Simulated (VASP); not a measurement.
# Ti (P6_3/mmc) in VASP: a series of runs, part 3 of 3

VASP 6.6.1. The steps go on from the part before.

## 6. Electric field gradients, PBE (17.31 Å³/atom)

This run uses another cell than the first one, of 17.31 Å³/atom.

File INCAR:

```
SYSTEM = Ti
  ALGO = Normal
  EDIFF = 1E-8
  ENCUT = 520
  GGA = PE
  ISIF = 2
  ISMEAR = -1
  LASPH = .TRUE.
  LCHARG = .FALSE.
  LEFG = .TRUE.
  LREAL = .FALSE.
  LWAVE = .FALSE.
  NBANDS = 19
  NELM = 60
  PREC = Accurate
  SIGMA = 0.08
```

File KPOINTS:

```
k-points
0
G
  13 13 7
  0 0 0
```

File POSCAR:

```
Ti
1.0
    2.9301986205      0.0000000000      0.0000000000
   -1.4650993102      2.5376264435      0.0000000000
    0.0000000000      0.0000000000      4.6545493880
Ti
2
Direct
    0.3333333333      0.6666666667      0.2500000000
    0.6666666667      0.3333333333      0.7500000000
```

Potentials or basis: VASP PAW PBE potentials, release 64 (Ti_sv).

Command:

```console
cat potpaw_PBE.64/Ti_sv/POTCAR > POTCAR
mpirun -np 1 vasp_std > vasp.out
```

OUTCAR:

```text
SYSTEM = Ti
   EDIFF = 1E-8
   ENCUT = 520
   GGA = PE
   ISIF = 2
   ISMEAR = -1
   LASPH = .TRUE.
   LREAL = .FALSE.
   NELM = 60
   PREC = Accurate

 ion  position               nearest neighbor table
   1  0.333  0.667  0.250-   2 2.88   2 2.88   2 2.88   2 2.88   2 2.88   2 2.88
   2  0.667  0.333  0.750-   1 2.88   1 2.88   1 2.88   1 2.88   1 2.88   1 2.88

  LATTYP: Found a hexagonal cell.
 ALAT       =     2.9301986205
 C/A-ratio  =     1.5884757284

  Lattice vectors:

 A1 = (   2.9301986205,   0.0000000000,   0.0000000000)
 A2 = (  -1.4650993102,   2.5376264435,   0.0000000000)
 A3 = (   0.0000000000,   0.0000000000,   4.6545493880)

Analysis of symmetry for initial positions (statically):
=====================================================================
 Subroutine PRICEL returns:
 Original cell was already a primitive cell.

 Routine SETGRP: Setting up the symmetry group for a
 hexagonal supercell.

 Subroutine GETGRP returns: Found 24 space group operations
 (whereof 12 operations were pure point group operations)
 out of a pool of 24 trial point group operations.

The static configuration has the point symmetry D_3d.
 The point group associated with its full space group is D_6h.

Analysis of symmetry for dynamics (positions and initial velocities):
=====================================================================
 Subroutine PRICEL returns:
 Original cell was already a primitive cell.

 Routine SETGRP: Setting up the symmetry group for a
 hexagonal supercell.

 Subroutine GETGRP returns: Found 24 space group operations
 (whereof 12 operations were pure point group operations)
[... 159 lines left out ...]
  band No.  band energies     occupation
      1     -48.4747      2.00000
      2     -48.3375      2.00000
      3     -25.0617      2.00000
      4     -24.4161      2.00000
      5     -24.4161      2.00000
      6     -24.3493      2.00000
[... 505 lines left out ...]
      6     -24.4436      2.00000
[... 11 lines left out ...]
     18      10.1698      0.00000
     19      11.6784      0.00000

 [... further k-points ...]

------------------------ aborting loop because EDIFF is reached ----------------------------------------

  FORCE on cell =-STRESS in cart. coord.  units (eV):
  Direction    XX          YY          ZZ          XY          YZ          ZX
  --------------------------------------------------------------------------------------
  -------------------------------------------------------------------------------------
  Total        0.1017270      0.1017270      0.0281326      0.0000000      0.0000000     -0.0000000
  in kB        4.7091696      4.7091696      1.3023217      0.0000000      0.0000000     -0.0000000
  external PRESSURE =       3.5735536 kB  Pullay stress =       0.0000000 kB

 VOLUME and BASIS-vectors are now :
 -----------------------------------------------------------------------------
  energy-cutoff  :      520.00
  volume of cell :       34.61
      direct lattice vectors                 reciprocal lattice vectors
     2.930198621  0.000000000  0.000000000     0.341273794  0.197034517  0.000000000
    -1.465099310  2.537626444  0.000000000     0.000000000  0.394069034  0.000000000
     0.000000000  0.000000000  4.654549388     0.000000000  0.000000000  0.214843568

 POSITION                                       TOTAL-FORCE (eV/Angst)
 -----------------------------------------------------------------------------------
     -0.00000      1.69175      1.16364        -0.000000      0.000000      0.000000
      1.46510      0.84588      3.49091         0.000000      0.000000      0.000000
 -----------------------------------------------------------------------------------
    total drift:                               -0.000000      0.000000     -0.000000

  FREE ENERGIE OF THE ION-ELECTRON SYSTEM (eV)
  ---------------------------------------------------
  free  energy   TOTEN  =       -15.6940071438 eV

  energy  without entropy=      -15.6463818747  energy(sigma->0) =      -15.67019451

 Electric field gradients (V/A^2)
---------------------------------------------------------------------
 ion       V_xx      V_yy      V_zz      V_xy      V_xz      V_yz
---------------------------------------------------------------------
   1      -8.646    -8.645    17.291     0.000     0.000    -0.000
   2      -8.646    -8.645    17.291     0.000    -0.000     0.000
---------------------------------------------------------------------

 Electric field gradients after diagonalization (V/A^2)
 (convention: |V_zz| > |V_xx| > |V_yy|)
----------------------------------------------------------------------
 ion       V_xx      V_yy      V_zz     asymmetry (V_yy - V_xx)/ V_zz
----------------------------------------------------------------------
   1      -8.646    -8.645    17.291       0.000
   2      -8.646    -8.645    17.291       0.000
----------------------------------------------------------------------

           NMR quadrupolar parameters

 Cq : quadrupolar parameter    Cq=e*Q*V_zz/h
 eta: asymmetry parameters     (V_yy - V_xx)/ V_zz
 Q  : nuclear electric quadrupole moment in mb (millibarn)
----------------------------------------------------------------------
 ion       Cq(MHz)       eta       Q (mb)
----------------------------------------------------------------------
   1       0.042       0.000       1.000
   2       0.042       0.000       1.000
----------------------------------------------------------------------
```

Run time: 75 s. Hardware: 1 thread of Intel Xeon 8259CL, shared host; peak memory 0.18 GiB.

Results:

```
Free energy                             : -15.6940 eV
Pressure                                : 0.4 GPa
Band gap on the k mesh                  : zero (bands 12 and 13 overlap by 1.11 eV)
Largest electric field gradient by atom : Ti +17.3 V/Å²
```

Levels at points of the mesh, in eV from the Fermi level:
| k point | band 10 | band 11 | band 12 | band 13 | band 14 | band 15 |
| --- | --- | --- | --- | --- | --- | --- |
| (0.00, 0.00, 0.00) | -2.69 | 0.76 | 0.79 | 0.79 | 0.89 | 1.29 |

Electric field gradients, principal values (V/Å²):
| atom | least | middle | greatest (by size) |
| --- | --- | --- | --- |
| 1 Ti | -8.645 | -8.646 | 17.291 |
| 2 Ti | -8.645 | -8.646 | 17.291 |

Caveat: without QUAD_EFG the Cq values of the log hold for a quadrupole moment of 1 mb, not for the nuclei.

## 7. Overview

```csv
cell,gap on the mesh (eV),pressure (GPa)
"a = 2.950, b = 2.950, c = 4.545 Å, angles 90.0, 90.0, 120.0°, 2 atoms",none,1.6
"a = 2.890, b = 2.890, c = 4.590 Å, angles 90.0, 90.0, 120.0°, 2 atoms",none,5.4
"a = 2.910, b = 2.910, c = 4.623 Å, angles 90.0, 90.0, 120.0°, 2 atoms",none,2.8
"a = 2.930, b = 2.930, c = 4.655 Å, angles 90.0, 90.0, 120.0°, 2 atoms",none,0.4
```

Alike in all rows: task electric field gradients; level PBE; potentials or basis VASP PAW PBE potentials, release 64 (Ti_sv); no spin polarisation; k mesh 13 × 13 × 7; cutoff (eV) 520; smearing fermi-dirac 0.08 eV.

Caveats: the cell stands under pressure (at least some runs).

Absolute energies hang on the potentials; compare differences alone.
